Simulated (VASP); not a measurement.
# VSiPt3 (Pm-3m) in VASP: further runs

VSiPt3 is run at these levels: PBE; tasks: relaxation of cell and atoms, single point.

Program: VASP 6.6.1. These are calculated values, not measurements. Logs are shortened: lines on timing, memory, paths and dates and some standing lists are left out, and cuts for length are marked.

### Step 1. The cell of the first run

The structure is cubic, space group Pm-3m (No. 221). The conventional cell has a = 4.113 Å, b = 4.113 Å, c = 4.113 Å, α = 90.00°, β = 90.00°, γ = 90.00°. V (site symmetry m-3m) has 12 Pt at 2.91 Å and 8 Si at 3.56 Å within 3.8 Å. Within 2.7 Å of Si (site symmetry m-3m) lie 6 Pt at 2.06 Å. Within 2.7 Å of Pt (site symmetry 4/mmm) lie 2 Si at 2.06 Å.

### Step 2. Relaxation of cell and atoms, PBE, collinear spin, ferromagnetic start

Input file INCAR:

```
SYSTEM = VSiPt3
  PREC = Accurate
  ENCUT = 600
  EDIFF = 1E-6
  ISMEAR = 0
  SIGMA = 0.1
  LREAL = .False.
  LASPH = .True.
  NELM = 150
  ALGO = Normal
  ISIF = 3
  LWAVE = .False.
  LCHARG = .False.
  ISPIN = 2
  MAGMOM = 2.75 0 0 0 0
  LORBIT = 11
  LMAXMIX = 4
  GGA = PE
  IBRION = 2
  NSW = 90
  EDIFFG = -0.04
```

Input file KPOINTS:

```
regular mesh
0
Gamma
  4 4 4
  0 0 0
```

Input file POSCAR:

```
VSiPt3
1.0
    4.1133087574      0.0000000000      0.0000000000
    0.0000000000      4.1133087574      0.0000000000
    0.0000000000      0.0000000000      4.1133087574
V Si Pt
1 1 3
Direct
    0.0000000000      0.0000000000      0.0000000000
    0.5000000000      0.5000000000      0.5000000000
    0.0000000000      0.5000000000      0.5000000000
    0.5000000000      0.0000000000      0.5000000000
    0.5000000000      0.5000000000      0.0000000000
```

Potentials or basis: VASP PAW PBE potentials, release 64 (V_sv, Si, Pt).

On the command line:

```sh
cat potpaw_PBE.64/V_sv/POTCAR potpaw_PBE.64/Si/POTCAR potpaw_PBE.64/Pt/POTCAR > POTCAR
mpirun -np 1 vasp_std > vasp.out
```

OUTCAR:

```text
SYSTEM = VSiPt3
   PREC = Accurate
   ENCUT = 600
   EDIFF = 1E-6
   ISMEAR = 0
   LREAL = .False.
   LASPH = .True.
   NELM = 150
   ISIF = 3
   ISPIN = 2
   LORBIT = 11
   GGA = PE
   IBRION = 2
   NSW = 90
   EDIFFG = -0.04

 ion  position               nearest neighbor table
   1  0.000  0.000  0.000-   3 2.91   4 2.91   5 2.91   3 2.91   4 2.91   3 2.91   5 2.91   3 2.91
                             4 2.91   5 2.91   4 2.91   5 2.91
   2  0.500  0.500  0.500-   3 2.06   4 2.06   5 2.06   5 2.06   4 2.06   3 2.06
   3  0.000  0.500  0.500-   2 2.06   2 2.06   4 2.91   5 2.91   1 2.91   5 2.91   1 2.91   4 2.91
                             1 2.91   1 2.91   4 2.91   5 2.91   5 2.91   4 2.91
   4  0.500  0.000  0.500-   2 2.06   2 2.06   3 2.91   5 2.91   1 2.91   5 2.91   1 2.91   3 2.91
                             5 2.91   5 2.91   1 2.91   3 2.91   1 2.91   3 2.91
   5  0.500  0.500  0.000-   2 2.06   2 2.06   3 2.91   4 2.91   1 2.91   3 2.91   4 2.91   1 2.91
                             4 2.91   4 2.91   1 2.91   3 2.91   3 2.91   1 2.91

  LATTYP: Found a simple cubic cell.
 ALAT       =     4.1133087574

  Lattice vectors:

 A1 = (   4.1133087574,   0.0000000000,   0.0000000000)
 A2 = (   0.0000000000,   4.1133087574,   0.0000000000)
 A3 = (   0.0000000000,   0.0000000000,   4.1133087574)

Analysis of symmetry for initial positions (statically):
=====================================================================
 Subroutine PRICEL returns:
 Original cell was already a primitive cell.

 Routine SETGRP: Setting up the symmetry group for a
 simple cubic supercell.

 Subroutine GETGRP returns: Found 48 space group operations
 (whereof 48 operations were pure point group operations)
 out of a pool of 48 trial point group operations.

The static configuration has the point symmetry O_h .

Analysis of symmetry for dynamics (positions and initial velocities):
=====================================================================
 Subroutine PRICEL returns:
 Original cell was already a primitive cell.

 Routine SETGRP: Setting up the symmetry group for a
 simple cubic supercell.

 Subroutine GETGRP returns: Found 48 space group operations
 (whereof 48 operations were pure point group operations)
 out of a pool of 48 trial point group operations.

The dynamic configuration has the point symmetry O_h .

Analysis of structural, dynamic, and magnetic symmetry:
[... 91 lines left out ...]
   NGXF,Y,Z  is equivalent  to a cutoff of  29.10, 29.10, 29.10 a.u.
 SYSTEM =  VSiPt3
   PREC   = accura    normal or accurate (medium, high low for compatibility)
   ISTART =      0    job   : 0-new  1-cont  2-samecut
   ICHARG =      2    charge: 1-file 2-atom 10-const
   ISPIN  =      2    spin polarized calculation?
   LNONCOLLINEAR =      F non collinear calculations
   LSORBIT =      F    spin-orbit coupling
   LASPH  =      T    aspherical Exc in radial PAW
   ENCUT  =  600.0 eV  44.10 Ry    6.64 a.u.   8.22  8.22  8.22*2*pi/ulx,y,z
   NELM   =    150;   NELMIN=  2; NELMDL= -5     # of ELM steps
   EDIFF  = 0.1E-05   stopping-criterion for ELM
   LREAL  =      F    real-space projection
   EDIFFG = -.4E-01   stopping-criterion for IOM
   NSW    =     90    number of steps for IOM
   IBRION =      2    ionic relax: 0-MD 1-quasi-New 2-CG
   NFREE  =      1    steps in history (QN), initial steepest desc. (CG)
   ISIF   =      3    stress and relaxation
   ISYM   =      2    0-nonsym 1-usesym 2-fastsym
   POTIM  = 0.5000    time-step for ionic-motion
   TEBEG  =    0.0;   TEEND  =   0.0 temperature during run
   PSTRESS=    0.0 pullay stress
   NELECT =      47.0000    total number of electrons
   NUPDOWN=      -1.0000    fix difference up-down
   EMIN   =  10.00;   EMAX   =-10.00  energy-range for DOS
   EFERMI =   0.00;   METHOD = LEGACY
   ISMEAR =     0;   SIGMA  =   0.10  broadening in eV -4-tet -1-fermi 0-gaus
   EFERMI_NEDOS =   21; number of points for ismear=-14 and -15
   IALGO  =     38    algorithm
   IMIX   =      4    mixing-type and parameters
     AMIX     =   0.40;   BMIX     =  1.00
     AMIX_MAG =   1.60;   BMIX_MAG =  1.00
  volume/ion in A,a.u.               =      13.92        93.93
  Fermi-wavevector in a.u.,A,eV,Ry     =   1.436314  2.714240 28.068801  2.062999
  Thomas-Fermi vector in A             =   2.555516
   LORBIT       =     11    0 simple, 1 ext, 2 COOP (PROOUT), +10 PAW based schemes
   GGA     = PE    functional components
   LHFCALC =     F    Hartree Fock is set to
   AEXX    =    0.0000 exact exchange contribution
   IVDW    =     0    specifies the selected vdW correction
   LEPSILON=     F    determine dielectric tensor
   LRPA    =     F    only Hartree local field effects (RPA)
 conjugate gradient relaxation of ions
 spin polarized calculation
 Gauss-broadening in eV      SIGMA  =   0.10
  energy-cutoff  :      600.00
  volume of cell :       69.59
 maximum number of plane-waves:      2360
 NGX is ok and might be reduce to    36
   NGX = 17   NGY = 17   NGZ = 17

--------------------------------------- Ionic step        1  -------------------------------------------

 number of electron      47.0000004 magnetization       3.1220637

 Free energy of the ion-electron system (eV)
  ---------------------------------------------------
  ext. energy  EPLUGINS =         0.00000000
  ---------------------------------------------------
  free energy    TOTEN  =       -27.53272099 eV

  energy without entropy =      -27.50430857  energy(sigma->0) =      -27.51851478

 E-fermi :  11.9409     XC(G=0): -12.9656

 val. band max:       11.9379268352   @ k =   0.2500   0.0000   0.0000
 cond. band min:      11.9920956490   @ k =   0.0000   0.0000   0.0000
 fundamental gap:      0.0541688138
 Fermi energy:        11.9409224500
[... 1452 lines left out ...]
--------------------------------------- Ionic step        5  -------------------------------------------

 number of electron      47.0000006 magnetization      -3.1371009

 Free energy of the ion-electron system (eV)
  ---------------------------------------------------
  ext. energy  EPLUGINS =         0.00000000
  ---------------------------------------------------
  free energy    TOTEN  =       -31.36052928 eV

  energy without entropy =      -31.32779150  energy(sigma->0) =      -31.34416039

 E-fermi :   7.5930     XC(G=0): -11.4802

 val. band max:        7.5849706578   @ k =   0.2500   0.0000   0.0000
 cond. band min:       7.5986768666   @ k =   0.5000   0.2500   0.0000
 fundamental gap:      0.0137062088
 Fermi energy:         7.5930440682
[... 675 lines left out ...]
  FREE ENERGIE OF THE ION-ELECTRON SYSTEM (eV)
  ---------------------------------------------------
  free  energy   TOTEN  =       -31.3605292823 eV

  energy  without entropy=      -31.3277914957  energy(sigma->0) =      -31.34416039

 reached required accuracy - stopping structural energy minimisation

 total charge

# of ion       s       p       d       tot
------------------------------------------
    1        2.145   6.059   2.878  11.082
    2        0.787   1.000   0.000   1.787
    3        0.637   0.479   8.230   9.345
    4        0.637   0.479   8.230   9.345
    5        0.637   0.479   8.230   9.345
--------------------------------------------------
tot          4.841   8.495  27.567  40.904

 magnetization (x)

# of ion       s       p       d       tot
------------------------------------------
    1       -0.025  -0.020  -2.535  -2.580
    2       -0.006   0.000   0.000  -0.006
    3        0.002  -0.011  -0.041  -0.050
    4        0.002  -0.011  -0.041  -0.050
    5        0.002  -0.011  -0.041  -0.050
--------------------------------------------------
tot         -0.024  -0.053  -2.658  -2.734
```

OSZICAR:

```text
N       E                     dE             d eps       ncg     rms          rms(c)
DAV:   1     0.436516881494E+03    0.43652E+03   -0.25753E+04  1168   0.181E+03
DAV:   2    -0.657839636695E+01   -0.44310E+03   -0.42449E+03  1228   0.447E+02
DAV:   3    -0.307426527124E+02   -0.24164E+02   -0.22624E+02  1512   0.950E+01
DAV:   4    -0.313369354679E+02   -0.59428E+00   -0.57910E+00  1337   0.134E+01
[... 142 lines left out ...]
DAV:   8    -0.313604802746E+02   -0.27570E-02   -0.27526E-02  1375   0.998E-02    0.548E-02
DAV:   9    -0.313605255221E+02   -0.45248E-04   -0.25041E-04  1308   0.344E-02    0.388E-02
DAV:  10    -0.313605282050E+02   -0.26828E-05   -0.11317E-05  1202   0.202E-02    0.731E-03
DAV:  11    -0.313605292752E+02   -0.10702E-05   -0.16125E-06   871   0.799E-03    0.376E-03
DAV:  12    -0.313605292823E+02   -0.71786E-08   -0.48735E-07   614   0.505E-03
   5 F= -.31360529E+02 E0= -.31344160E+02  d E =-.382781E+01  mag=    -3.1368
```

CONTCAR:

```text
VSiPt3
   1.00000000000000
     4.5057016755601307   -0.0000000000000000   -0.0000000000000000
    -0.0000000000000000    4.5057016755601307    0.0000000000000000
    -0.0000000000000000   -0.0000000000000000    4.5057016755601307
  V               Si              Pt
     1     1     3
Direct
     0.0000000000000000    0.0000000000000000    0.0000000000000000
     0.5000000000000000    0.5000000000000000    0.5000000000000000
     0.0000000000000000    0.5000000000000000    0.5000000000000000
     0.5000000000000000    0.0000000000000000    0.5000000000000000
     0.5000000000000000    0.5000000000000000    0.0000000000000000

  0.00000000E+00  0.00000000E+00  0.00000000E+00
  0.00000000E+00  0.00000000E+00  0.00000000E+00
  0.00000000E+00  0.00000000E+00  0.00000000E+00
  0.00000000E+00  0.00000000E+00  0.00000000E+00
  0.00000000E+00  0.00000000E+00  0.00000000E+00
```

Wall time 14 min (1 thread of Intel Xeon 8259CL, shared host); peak memory 0.28 GiB.

Results:

```yaml
Free_energy: -31.3605 eV
Relaxed_volume: 18.29 Å³/atom
Relaxed_cell: a = 4.506 Å, b = 4.506 Å, c = 4.506 Å, α = 90.00°, β = 90.00°, γ = 90.00°
Space_group_after_relaxing_to_0.1_Å: Pm-3m (No. 221)
Energy_gained_by_relaxing: 765.6 meV/atom
Ionic_steps: 5
Pressure_after_relaxing: 0.1 GPa
Net_moment: -3.14 μB per cell
Site_moments: V -2.58; Si -0.01; Pt -0.05 μB
Valence_electrons_inside_the_program's_atomic_spheres: V 11.08; Si 1.79; Pt 9.35
```

Step by step:
```csv
step,energy change (eV),largest force (eV/Å),pressure (GPa),volume (Å³)
1,0.0000,0.0000,72.68,69.59
2,2.4996,0.0000,-18.97,154.54
3,-3.7414,0.0000,-5.54,95.89
4,-3.8093,0.0000,-2.24,93.15
5,-3.8278,0.0000,0.06,91.47
```

Final structure:
```
V Si Pt
1.0
     4.50570    0.00000    0.00000
     0.00000    4.50570    0.00000
     0.00000    0.00000    4.50570
V Si Pt
1 1 3
Direct
  0.00000 0.00000 0.00000
  0.50000 0.50000 0.50000
  0.00000 0.50000 0.50000
  0.50000 0.00000 0.50000
  0.50000 0.50000 0.00000
```

Caveat: the k points lie up to 0.35 Å⁻¹ apart in the final cell; the volume moved by over 15 % at a fixed basis, so the end points are rough; spin-orbit coupling is left out, which moves the levels of the heavy elements.

### Step 3. Single point, PBE, collinear spin, ferromagnetic start

This run uses another cell than the first one, of 18.32 Å³/atom.

Input file INCAR:

```
SYSTEM = VSiPt3
PREC = Accurate ; ENCUT = 520
EDIFF = 1E-7 ; ISMEAR = 0
SIGMA = 0.1 ; LREAL = .False.
LASPH = .True. ; NELM = 150
ALGO = Normal ; ISIF = 2
LWAVE = .False. ; LCHARG = .False.
ISPIN = 2 ; MAGMOM = 3 0 0 0 0
LORBIT = 11 ; LMAXMIX = 4
GGA = PE ; NBANDS = 36
```

Input file KPOINTS:

```
regular mesh
0
Gamma
  8 8 8
  0 0 0
```

Changes to POSCAR since step 2:

```diff
@@ -2,5 +2,5 @@
 1.0
-    4.1133087574      0.0000000000      0.0000000000
-    0.0000000000      4.1133087574      0.0000000000
-    0.0000000000      0.0000000000      4.1133087574
+    4.5074497051      0.0000000000      0.0000000000
+    0.0000000000      4.5074497051      0.0000000000
+    0.0000000000      0.0000000000      4.5074497051
 V Si Pt
```

Potentials or basis: VASP PAW PBE potentials, release 64 (V_sv, Si, Pt).

On the command line:

```sh
cat potpaw_PBE.64/V_sv/POTCAR potpaw_PBE.64/Si/POTCAR potpaw_PBE.64/Pt/POTCAR > POTCAR
mpirun -np 1 vasp_std > vasp.out
```

It took 6.4 min on 1 thread of Intel Xeon 8259CL, shared host; peak memory 0.36 GiB.

It converged, with:

```yaml
Free_energy: -31.4020 eV
Pressure: 0.1 GPa
Net_moment: 3.17 μB per cell
Site_moments: V +2.63; Si -0.01; Pt +0.04 μB
Valence_electrons_inside_the_program's_atomic_spheres: V 11.10; Si 1.78; Pt 9.35
```

Levels at points of the mesh, in eV from the Fermi level:
Spin up:
```csv
k point,band 23,band 24,band 25,band 26,band 27,band 28
"(0.00, 0.00, 0.00)",-0.79,-0.03,-0.03,0.50,0.50,0.50
"(0.50, 0.00, 0.00)",-0.49,-0.18,-0.08,0.50,1.33,1.33
"(0.50, 0.50, 0.00)",-0.43,-0.31,-0.31,-0.20,0.13,1.11
"(0.50, 0.50, 0.50)",-0.53,-0.44,-0.44,-0.44,0.26,0.26
```
Spin down:
| k point | band 18 | band 19 | band 20 | band 21 | band 22 | band 23 | band 24 | band 25 | band 26 | band 27 |
| --- | --- | --- | --- | --- | --- | --- | --- | --- | --- | --- |
| (0.00, 0.00, 0.00) | -1.93 | -1.93 | -1.06 | -1.06 | -1.06 | -0.74 | 1.57 | 1.57 | 2.68 | 2.68 |
| (0.50, 0.00, 0.00) | -2.09 | -2.09 | -1.69 | -1.06 | 0.79 | 0.79 | 1.98 | 2.20 | 2.28 | 2.28 |
| (0.50, 0.50, 0.00) | -2.28 | -2.04 | -1.64 | -0.57 | -0.35 | -0.35 | 1.37 | 1.82 | 1.82 | 2.29 |
| (0.50, 0.50, 0.50) | -1.03 | -1.03 | -1.03 | -0.23 | -0.23 | -0.23 | 0.33 | 0.33 | 0.33 | 2.61 |

Caveat: spin-orbit coupling is left out, which moves the levels of the heavy elements.
